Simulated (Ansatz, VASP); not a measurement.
# TiSi2: VASP beside Ansatz

File INCAR:

```
ALGO = Normal
EDIFF = 1E-6
ENCUT = 520
ISIF = 2
ISMEAR = 0
LASPH = True
LCHARG = False
LREAL = False
LWAVE = False
NBANDS = 17
NELM = 60
PREC = Accurate
SIGMA = 0.15
```

KPOINTS

```
k-points
0
Gamma
  18 18 18
```

POSCAR

```
TiSi2
1.0
   -1.4918812718      1.7290134802      4.2450369792
    1.4918812718     -1.7290134802      4.2450369792
    1.4918812718      1.7290134802     -4.2450369792
Ti Si
1 2
Direct
    0.0000000000      0.0000000000      0.0000000000
    0.3309289791      0.3309289791      0.0000000000
    0.6690710209      0.6690710209      0.0000000000
```

Input for Ansatz:

```yaml
crystal:
  lattice:
    - [-1.4918812718, 1.7290134802, 4.2450369792]
    - [1.4918812718, -1.7290134802, 4.2450369792]
    - [1.4918812718, 1.7290134802, -4.2450369792]
  atoms:
    - { symbol: Ti, position: [0.0, 0.0, 0.0] }
    - { symbol: Si, position: [0.3309289791, 0.3309289791, 0.0] }
    - { symbol: Si, position: [0.6690710209, 0.6690710209, 0.0] }
basis:
  ecutwfc: 520.0
kpoints:
  mp_grid: { grid: [18, 18, 18] }
hamiltonian:
  xc: lda
  pseudopotentials: { kind: paw, azcp: { folder: soft_1 } }
scf:
  occupations: { method: gaussian, width: 0.15 }
output:
  forces: true
  stress: true
  eigenvalues: true
```

Alike in both runs: task single point; functional LDA; k mesh 18 × 18 × 18; occupations gaussian, width 0.15 eV; no spin polarisation.

|  | VASP | Ansatz |
| --- | --- | --- |
| version | VASP 6.6.1 | Ansatz 0.2.0 |
| potentials or method | VASP PAW LDA potentials, release 64 (Ti_sv, Si), cutoff 520 eV | scalar-relativistic, plane waves, PAW |
| valence electrons in the cell | 20 | 20 |

```tsv
	VASP	Ansatz	Ansatz less VASP
gap on the k mesh at the Fermi level (eV)	none	none	-
pressure (GPa)	-9.9	-10.1	-0.19
traceless stress, the component that is largest in VASP (GPa)	0.83	0.85	+0.024
rms of the force components (eV/Å)	0.025	0.027	+0.0025
```

Ansatz warns that its potentials were made for another functional, while VASP's fit it. LDA's correlation is that of Perdew and Zunger in VASP and of Perdew and Wang (1992) in Ansatz. Atom by atom the forces differ by 0.002 eV/Å (rms over components). A gap of «none» marks a metal or a gap that the smearing closes.
